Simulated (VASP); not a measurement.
# AlCo (Pm-3m) in VASP: further runs, part 2 of 2

VASP 6.6.1. The steps go on from the part before.

## (5) Single point, LDA, collinear spin, ferromagnetic start

Contents of INCAR:

```
PREC = Accurate
ENCUT = 520
EDIFF = 1E-7
ISMEAR = -1
SIGMA = 0.05
LREAL = F
LASPH = T
NELM = 150
ALGO = Normal
ISIF = 2
LWAVE = F
LCHARG = T
ISPIN = 2
MAGMOM = 2 0
LORBIT = 11
LMAXMIX = 4
GGA = CA
LELF = T
LVHAR = T
NBANDS = 17
```

Contents of KPOINTS:

```
Automatic mesh
0
Gamma
  9 9 9
```

Contents of POSCAR:

```
AlCo
1.0
    2.8194032100      0.0000000000      0.0000000000
    0.0000000000      2.8194032100      0.0000000000
    0.0000000000      0.0000000000      2.8194032100
Co Al
1 1
Direct
    0.5000000000      0.5000000000      0.5000000000
    0.0000000000      0.0000000000      0.0000000000
```

Potentials or basis: VASP PAW LDA potentials, release 64 (Co, Al).

Run with:

```sh
$ cat potpaw_LDA.64/Co/POTCAR potpaw_LDA.64/Al/POTCAR > POTCAR
$ mpirun -np 1 vasp_std > vasp.out
```

OUTCAR:

```text
PREC = Accurate
   ENCUT = 520
   EDIFF = 1E-7
   ISMEAR = -1
   LREAL = F
   LASPH = T
   NELM = 150
   ISIF = 2
   ISPIN = 2
   LORBIT = 11
   GGA = CA

 ion  position               nearest neighbor table
   1  0.500  0.500  0.500-   2 2.44   2 2.44   2 2.44   2 2.44   2 2.44   2 2.44   2 2.44   2 2.44

   2  0.000  0.000  0.000-   1 2.44   1 2.44   1 2.44   1 2.44   1 2.44   1 2.44   1 2.44   1 2.44

  LATTYP: Found a simple cubic cell.
 ALAT       =     2.8194032100

[... 1178 lines left out ...]
  in kB      -50.7726439    -50.7726439    -50.7726439      0.0000000      0.0000000      0.0000000
  external PRESSURE =     -50.7726439 kB  Pullay stress =       0.0000000 kB

 VOLUME and BASIS-vectors are now :
 -----------------------------------------------------------------------------
  energy-cutoff  :      520.00
  volume of cell :       22.41
      direct lattice vectors                 reciprocal lattice vectors
     2.819403210  0.000000000  0.000000000     0.354684990  0.000000000  0.000000000
     0.000000000  2.819403210  0.000000000     0.000000000  0.354684990  0.000000000
     0.000000000  0.000000000  2.819403210     0.000000000  0.000000000  0.354684990

 POSITION                                       TOTAL-FORCE (eV/Angst)
 -----------------------------------------------------------------------------------
      1.40970      1.40970      1.40970         0.000000      0.000000      0.000000
      0.00000      0.00000      0.00000         0.000000      0.000000      0.000000
 -----------------------------------------------------------------------------------
    total drift:                                0.000000     -0.000000     -0.000000

  FREE ENERGIE OF THE ION-ELECTRON SYSTEM (eV)
  ---------------------------------------------------
  free  energy   TOTEN  =       -13.7067076686 eV

  energy  without entropy=      -13.7023883544  energy(sigma->0) =      -13.70454801

 total charge

# of ion       s       p       d       tot
------------------------------------------
    1        0.449   0.530   7.558   8.537
    2        0.404   0.448   0.000   0.851
--------------------------------------------------
tot          0.853   0.977   7.558   9.388

 magnetization (x)

# of ion       s       p       d       tot
------------------------------------------
    1        0.000   0.000  -0.000  -0.000
    2       -0.000   0.000   0.000   0.000
--------------------------------------------------
tot          0.000   0.000  -0.000  -0.000
```

OSZICAR:

```text
N       E                     dE             d eps       ncg     rms          rms(c)
DAV:   1     0.370808057311E+02    0.37081E+02   -0.50557E+03  2444   0.766E+02
DAV:   2    -0.127865549668E+02   -0.49867E+02   -0.44194E+02  2644   0.153E+02
DAV:   3    -0.148862635148E+02   -0.20997E+01   -0.20601E+01  2904   0.336E+01
DAV:   4    -0.149144643753E+02   -0.28201E-01   -0.28181E-01  2835   0.339E+00
DAV:   5    -0.149151938291E+02   -0.72945E-03   -0.72940E-03  2954   0.600E-01    0.139E+01
DAV:   6    -0.174081702613E+02   -0.24930E+01   -0.43473E+01  2677   0.721E+01    0.163E+01
DAV:   7    -0.137482269110E+02    0.36599E+01   -0.23724E+01  2729   0.465E+01    0.244E+00
DAV:   8    -0.137234572865E+02    0.24770E-01   -0.14668E-01  2894   0.247E+00    0.132E+00
DAV:   9    -0.137075962788E+02    0.15861E-01   -0.33074E-02  3009   0.136E+00    0.680E-01
DAV:  10    -0.137067378448E+02    0.85843E-03   -0.68830E-04  2785   0.212E-01    0.219E-01
DAV:  11    -0.137067188273E+02    0.19018E-04   -0.31322E-04  3118   0.145E-01    0.958E-02
DAV:  12    -0.137067134239E+02    0.54033E-05   -0.23108E-05  3122   0.318E-02    0.402E-02
DAV:  13    -0.137067110374E+02    0.23865E-05   -0.69052E-06  2998   0.193E-02    0.224E-02
DAV:  14    -0.137067077206E+02    0.33169E-05   -0.17729E-06  3034   0.116E-02    0.358E-03
DAV:  15    -0.137067076686E+02    0.52009E-07   -0.57213E-08  1370   0.207E-03
   1 F= -.13706708E+02 E0= -.13704548E+02  d E =-.431931E-02  mag=    -0.0001
```

stdout:

```text
POSCAR found type information on POSCAR CoAl
 POSCAR found :  2 types and       2 ions
 scaLAPACK will be used
 LDA part: xc-table for (Slater(with rela. corr.)+CA(PZ))
 , standard interpolation
 POSCAR, INCAR and KPOINTS ok, starting setup
 FFT: planning ... GRIDC
 FFT: planning ... GRID_SOFT
 FFT: planning ... GRID
 WAVECAR not read
 entering main loop
```

Wall time 12 s (1 thread of Intel Xeon 6975P-C, shared host); peak memory 0.15 GiB.

Results:

| Item | Value |
| --- | --- |
| Free energy | -13.7067 eV |
| Pressure | -5.1 GPa |
| Band gap on the k mesh | zero (filled and empty bands overlap) |
| Net moment | 0.00 μB per cell |
| Valence electrons inside the program's atomic spheres | Co 8.54; Al 0.85 |

Levels at points of the mesh, in eV from the Fermi level:
Spin up:
| k point | band 4 | band 5 | band 6 | band 7 | band 8 | band 9 |
| --- | --- | --- | --- | --- | --- | --- |
| (0.00, 0.00, 0.00) | -0.82 | -0.82 | -0.82 | 6.13 | 6.13 | 6.13 |
Spin down:
| k point | band 4 | band 5 | band 6 | band 7 | band 8 | band 9 |
| --- | --- | --- | --- | --- | --- | --- |
| (0.00, 0.00, 0.00) | -0.82 | -0.82 | -0.82 | 6.13 | 6.13 | 6.13 |

Caveat: the starting moments collapsed, and a magnetic state may lie lower.

## (6) Single point, LDA, collinear spin, ferromagnetic start

This run uses another cell than the first one, of 11.43 Å³/atom, 1.020 times its volume.

Contents of INCAR:

```
  ALGO = Normal
  EDIFF = 1E-7
  ENCUT = 520
  GGA = CA
  ISIF = 2
  ISMEAR = -1
  ISPIN = 2
  LASPH = T
  LCHARG = T
  LELF = T
  LMAXMIX = 4
  LORBIT = 11
  LREAL = F
  LVHAR = T
  LWAVE = F
  MAGMOM = 2 0
  NBANDS = 17
  NELM = 150
  PREC = Accurate
  SIGMA = 0.05
```

Contents of KPOINTS:

```
k-points
0
Gamma
  9 9 9
```

Contents of POSCAR:

```
AlCo
1.0
    2.8380752986      0.0000000000      0.0000000000
    0.0000000000      2.8380752986      0.0000000000
    0.0000000000      0.0000000000      2.8380752986
Co Al
1 1
Direct
    0.5000000000      0.5000000000      0.5000000000
    0.0000000000      0.0000000000      0.0000000000
```

Potentials or basis: VASP PAW LDA potentials, release 64 (Co, Al).

Run with:

```sh
$ cat potpaw_LDA.64/Co/POTCAR potpaw_LDA.64/Al/POTCAR > POTCAR
$ mpirun -np 1 vasp_std > vasp.out
```

OUTCAR:

```text
EDIFF = 1E-7
   ENCUT = 520
   GGA = CA
   ISIF = 2
   ISMEAR = -1
   ISPIN = 2
   LASPH = T
   LORBIT = 11
   LREAL = F
   NELM = 150
   PREC = Accurate

 ion  position               nearest neighbor table
   1  0.500  0.500  0.500-   2 2.46   2 2.46   2 2.46   2 2.46   2 2.46   2 2.46   2 2.46   2 2.46

   2  0.000  0.000  0.000-   1 2.46   1 2.46   1 2.46   1 2.46   1 2.46   1 2.46   1 2.46   1 2.46

  LATTYP: Found a simple cubic cell.
 ALAT       =     2.8380752986

  Lattice vectors:

 A1 = (   2.8380752986,   0.0000000000,   0.0000000000)
 A2 = (   0.0000000000,   2.8380752986,   0.0000000000)
[... 1176 lines left out ...]

 VOLUME and BASIS-vectors are now :
 -----------------------------------------------------------------------------
  energy-cutoff  :      520.00
  volume of cell :       22.86
      direct lattice vectors                 reciprocal lattice vectors
     2.838075299  0.000000000  0.000000000     0.352351469  0.000000000  0.000000000
     0.000000000  2.838075299  0.000000000     0.000000000  0.352351469  0.000000000
     0.000000000  0.000000000  2.838075299     0.000000000  0.000000000  0.352351469

 POSITION                                       TOTAL-FORCE (eV/Angst)
 -----------------------------------------------------------------------------------
      1.41904      1.41904      1.41904         0.000000      0.000000      0.000000
      0.00000      0.00000      0.00000         0.000000      0.000000      0.000000
 -----------------------------------------------------------------------------------
    total drift:                                0.000000     -0.000000     -0.000000

  FREE ENERGIE OF THE ION-ELECTRON SYSTEM (eV)
  ---------------------------------------------------
  free  energy   TOTEN  =       -13.6874670084 eV

  energy  without entropy=      -13.6828607934  energy(sigma->0) =      -13.68516390

 total charge

# of ion       s       p       d       tot
------------------------------------------
    1        0.441   0.513   7.544   8.498
    2        0.401   0.439   0.000   0.840
--------------------------------------------------
tot          0.842   0.951   7.544   9.338

 magnetization (x)

# of ion       s       p       d       tot
------------------------------------------
    1       -0.000  -0.000   0.000   0.000
    2       -0.000  -0.000   0.000  -0.000
--------------------------------------------------
tot         -0.000  -0.000   0.000   0.000
```

It took 9.8 s on 1 thread of Intel Xeon 6975P-C, shared host; peak memory 0.15 GiB.

What came out:

- Free energy: -13.6875 eV
- Pressure: -8.6 GPa
- Band gap on the k mesh: zero (filled and empty bands overlap)
- Net moment: 0.00 μB per cell
- Valence electrons inside the program's atomic spheres: Co 8.50; Al 0.84

Levels at points of the mesh, in eV from the Fermi level:
Spin up:
```
           k point  band 3  band 4  band 5  band 6  band 7  band 8  band 9  band 10
(0.00, 0.00, 0.00)   -3.01   -0.79   -0.79   -0.79    6.04    6.04    6.04     8.91
```
Spin down:
```tsv
k point	band 3	band 4	band 5	band 6	band 7	band 8	band 9	band 10
(0.00, 0.00, 0.00)	-3.01	-0.79	-0.79	-0.79	6.04	6.04	6.04	8.91
```

Caveat: the starting moments collapsed, and a magnetic state may lie lower.
